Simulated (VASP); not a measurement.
A run of VASP 6.6.1 is set up as follows.

The input INCAR:

```
PREC = Accurate
ENCUT = 600
EDIFF = 1E-7
ISMEAR = 0
SIGMA = 0.1
LREAL = False
LASPH = True
NELM = 60
ALGO = Fast
ISIF = 3
LWAVE = False
LCHARG = False
GGA = PE
IBRION = 2
NSW = 90
EDIFFG = -0.04
```

KPOINTS

```
regular mesh
0
Gamma
  3 3 6
```

File POSCAR:

```
Y
1.0
    6.0404513334      0.0000000000      0.0000000000
   -3.0202256667      5.2311843050      0.0000000000
    0.0000000000      0.0000000000      3.7030592957
Y
3
Direct
    0.0000000000      0.0000000000      0.0000000000
    0.3333333333      0.6666666667      0.5000000000
    0.6666666667      0.3333333333      0.5000000000
```

Potentials or basis: VASP PAW PBE potentials, release 64 (Y_sv).

The run is started by

```console
$ cat potpaw_PBE.64/Y_sv/POTCAR > POTCAR
$ mpirun -np 1 vasp_std > vasp.out
```

Estimate the space group after relaxing (to 0.05 Å).

P6/mmm (No. 191).

Estimate the relaxed cell.

a = 5.627 Å, b = 5.627 Å, c = 3.524 Å, α = 90.00°, β = 90.00°, γ = 120.00°.

Predict the relaxed volume.

32.21 Å³/atom.

Final structure:
```cif
data_structure
_symmetry_space_group_name_H-M 'P 1'
_symmetry_Int_Tables_number 1
_cell_length_a 5.6266
_cell_length_b 5.6266
_cell_length_c 3.5243
_cell_angle_alpha 90.000
_cell_angle_beta 90.000
_cell_angle_gamma 120.000
_cell_volume 96.63
loop_
_atom_site_label
_atom_site_type_symbol
_atom_site_fract_x
_atom_site_fract_y
_atom_site_fract_z
_atom_site_occupancy
Y1 Y 0.00000 0.00000 0.00000 1
Y2 Y 0.33333 0.66667 0.50000 1
Y3 Y 0.66667 0.33333 0.50000 1
```

Caveat: the k points lie up to 0.43 Å⁻¹ apart in the final cell; the volume moved by over 15 % at a fixed basis, so the end points are rough.
